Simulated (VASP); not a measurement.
Crystal: As.

```xyz
2
Lattice="1.8800 1.0854 3.3277 -1.8800 1.0854 3.3277 0.0000 -2.1708 3.3277" Properties=species:S:1:pos:R:3 pbc="T T T"
As    0.0000    0.0000    7.6820
As    0.0000    0.0000    2.3009
```

Program: VASP 6.6.1. Alike in all runs: task single point; level LDA; potentials or basis VASP PAW LDA potentials, release 64 (As); no spin polarisation; cell as given; cutoff (eV) 500.

**Question.** Order these runs on this cell by their band gap on the k mesh, lowest first.
A. k mesh 5 × 5 × 5; smearing fermi-dirac 0.1 eV
B. k mesh 10 × 10 × 10; smearing methfessel-paxton 0.1 eV
C. k mesh 3 × 3 × 3; smearing fermi-dirac 0.1 eV

**Answer.** B (metal), A (0.41 eV), C (1.55 eV).

Caveats: some runs use coarse meshes.

A k mesh can miss the band edges, odd and even meshes differently.
